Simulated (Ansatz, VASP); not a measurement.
**HfS2 in VASP and in Ansatz**

POSCAR

```
HfS2
1.0
    3.5576900393      0.0000000000      0.0000000000
   -1.7788450196      3.0810499528      0.0000000000
    0.0000000000      0.0000000000      5.9354135096
Hf S
1 2
Direct
    0.0000000000      0.0000000000      0.0000000000
    0.3333333333      0.6666666667      0.2476920146
    0.6666666667      0.3333333333      0.7523079854
```

Contents of INCAR.step1:

```
SYSTEM = HfS2
ALGO     = Normal         ! electronic algorithm
EDIFF    = 1E-5           ! SCF threshold, eV
ENCUT    = 400            ! plane-wave cutoff, eV
GGA      = PE             ! functional
GGA_COMPAT= .False.      
ISIF     = 2              ! what is computed and relaxed
ISMEAR   = 0              ! smearing method
LASPH    = .True.         ! aspherical terms in the spheres
LREAL    = .False.        ! projectors in reciprocal space
LWAVE    = .True.         ! write WAVECAR
NBANDS   = 18             ! bands
NELM     = 120            ! most SCF steps
PREC     = Accurate       ! precision mode
SIGMA    = 0.01           ! smearing width, eV
```

File INCAR.step2:

```
SYSTEM = HfS2
ALGO     = Normal         ! electronic algorithm
EDIFF    = 1E-6           ! SCF threshold, eV
ENCUT    = 400            ! plane-wave cutoff, eV
GGA      = PE             ! functional
GGA_COMPAT= .False.      
HFSCREEN = 0.2079         ! screening, 1/A
ISIF     = 2              ! what is computed and relaxed
ISMEAR   = 0              ! smearing method
ISTART   = 1            
LASPH    = .True.         ! aspherical terms in the spheres
LCHARG   = .True.         ! write CHGCAR
LELF     = .True.         ! ELF
LHFCALC  = .True.         ! exact exchange
LREAL    = .False.        ! projectors in reciprocal space
LVHAR    = .True.       
LWAVE    = .False.        ! write WAVECAR
NBANDS   = 18             ! bands
NELM     = 120            ! most SCF steps
PREC     = Accurate       ! precision mode
PRECFOCK = Normal       
SIGMA    = 0.01           ! smearing width, eV
```

KPOINTS

```
k-points
0
Gamma
  6 6 4
  0 0 0
```

Input for Ansatz:

```yaml
crystal:
  lattice:
    - [3.5576900393, 0.0, 0.0]
    - [-1.7788450196, 3.0810499528, 0.0]
    - [0.0, 0.0, 5.9354135096]
  atoms:
    - { symbol: Hf, position: [0.0, 0.0, 0.0] }
    - { symbol: S, position: [0.3333333333, 0.6666666667, 0.2476920146] }
    - { symbol: S, position: [0.6666666667, 0.3333333333, 0.7523079854] }
kpoints:
  mp_grid: { grid: [6, 6, 4] }
  band_path:
    path:
      - [0.0, 0.0, 0.0]
      - [0.5, 0.0, 0.0]
      - [0.3333333333, 0.3333333333, 0.0]
      - [0.0, 0.0, 0.5]
      - [0.5, 0.0, 0.5]
      - [0.3333333333, 0.3333333333, 0.5]
      - [0.0, 0.25, 0.25]
      - [0.0, 0.5, 0.5]
    npoints: 1
hamiltonian:
  xc: hse06
scf:
  occupations: { method: fixed }
  n_extra_bands: 4
output:
  forces: true
  stress: true
  eigenvalues: true
```

Change from the starting cell: epitaxial_xy strain -2.0%.

Alike in both runs: task single point; functional HSE06; k mesh 6 × 6 × 4; no spin polarisation.

```csv
,VASP,Ansatz
version,VASP 6.6.1,Ansatz 0.2.0
potentials or method,"VASP PAW PBE potentials, release 64 (Hf_pv, S)","plane waves, PAW"
plane-wave cutoff (eV),400,420
occupations,"gaussian, width 0.01 eV",fixed
valence electrons in the cell,22,38
```

|  | VASP | Ansatz | Ansatz less VASP |
| --- | --- | --- | --- |
| gap on the k mesh at the Fermi level (eV) | 1.64 | 1.66 | +0.019 |
| pressure (GPa) | 2.4 | 3.9 | +1.41 |
| traceless stress, the component that is largest in VASP (GPa) | -2.15 | -2.38 | -0.230 |
| rms of the force components (eV/Å) | 0.098 | 0.028 | -0.0700 |

Atom by atom the forces differ by 0.070 eV/Å (rms over components). VASP's potentials hold 22 valence electrons a cell and Ansatz's 38, so a difference there can come from the potentials and not from the codes. Ansatz's warnings: stress exchange threshold loose, stress scf threshold loose.

Neither program's run includes spin-orbit coupling.
